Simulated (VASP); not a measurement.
Set up this calculation in VASP 6.6.1, as the native input.

| Quantity | Value |
| --- | --- |
| Task | single point |
| Functional | PBE |
| Potentials or basis | VASP PAW PBE potentials, release 64 (Zn, Se, S) |
| Cutoff | 520 eV |
| k mesh | 8 × 8 × 4 |
| Occupations | gaussian, width 0.02 eV |
| Spin | no spin polarisation |
| Dipole correction | no |
| Further INCAR settings | ALGO = Normal; EDIFF = 1e-06; NBANDS = 46 |

The structure of Zn4SeS3 lies in POSCAR:

```
Zn4SeS3
1.0
    3.8614316448      0.0000000000      0.0000000000
    0.0000000000      3.8614316448      0.0000000000
    0.0000000000      0.0000000000     10.9150677907
Zn Se S
4 1 3
Direct
    0.5000000000      0.0000000000      0.8785455234
    0.0000000000      0.5000000000      0.1214544766
    0.5000000000      0.0000000000      0.3647575406
    0.0000000000      0.5000000000      0.6352424594
    0.0000000000      0.0000000000      0.5000000000
    0.0000000000      0.0000000000      0.0000000000
    0.5000000000      0.5000000000      0.2431338151
    0.5000000000      0.5000000000      0.7568661849
```

This cell differs from its parent crystal: volume scaled by 0.97, then relaxed in part.

The input as run:

INCAR

```
SYSTEM = Zn4SeS3
  ALGO = Normal
  EDIFF = 1E-6
  ENCUT = 520
  GGA = PE
  ISIF = 2
  ISMEAR = 0
  LASPH = .TRUE.
  LCHARG = .FALSE.
  LREAL = .FALSE.
  LWAVE = .FALSE.
  NBANDS = 46
  NELM = 100
  PREC = Accurate
  SIGMA = 0.02
```

KPOINTS

```
k-points
0
G
  8 8 4
  0 0 0
```

Potentials or basis: VASP PAW PBE potentials, release 64 (Zn, Se, S).

The run is started by

```bash
$ cat potpaw_PBE.64/Zn/POTCAR potpaw_PBE.64/Se/POTCAR potpaw_PBE.64/S/POTCAR > POTCAR
$ mpirun -np 1 vasp_std > vasp.out
```

It gave:

```yaml
Pressure: 2.3 GPa
Largest_force: 0.009 eV/Å
Band_gap_on_the_k_mesh: 1.83 eV, direct
```

Run time: 6.1 min on 1 thread of Intel(R) Xeon(R) Platinum 8124M CPU @ 3.00GHz (Skylake/Cascade Lake), with other jobs on the host, peak memory 0.43 GiB.
